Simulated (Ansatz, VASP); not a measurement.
# One calculation of Ga3BSb2, two programs

```
Ga B Sb
1.0
     5.32386    0.00000    0.00000
    -2.66193    4.61060    0.00000
     0.00000    0.00000    5.70164
Ga B Sb
3 1 2
Direct
  0.00000 0.50000 0.50000
  0.50000 0.00000 0.50000
  0.50000 0.50000 0.50000
  0.00000 0.00000 0.00000
  0.66667 0.33333 0.00000
  0.33333 0.66667 0.00000
```

Change from the starting cell: species swapped into the LuB2Os3 type (P6/mmm, No. 191).

Alike in both runs: task relaxation of cell and atoms; functional PBE; k mesh 12 × 12 × 8; occupations gaussian, width 0.1 eV; no spin polarisation.

```csv
,VASP,Ansatz
version,VASP 6.6.1,Ansatz 0.2.0
potentials or method,"VASP PAW PBE potentials, release 64 (Ga_d, B, Sb), cutoff 600 eV","scalar-relativistic, plane waves, PAW"
valence electrons in the cell,52,72
```

|  | VASP | Ansatz | Ansatz less VASP |
| --- | --- | --- | --- |
| gap on the k mesh at the Fermi level, each at its own relaxed structure (eV) | none | none | - |
| relaxed volume (Å³/atom) | 23.33 | 23.33 | 0.000 |
| relaxed cell length with the largest relative difference (Å) | 5.702 | 5.702 | 0.0000 |

A gap of «none» marks a metal or a gap that the smearing closes. VASP's potentials hold 52 valence electrons a cell and Ansatz's 72, so a difference there can come from the potentials and not from the codes.

Neither program's run includes spin-orbit coupling. Noted on VASP's run: the relaxation stopped at its first step, so nothing moved.
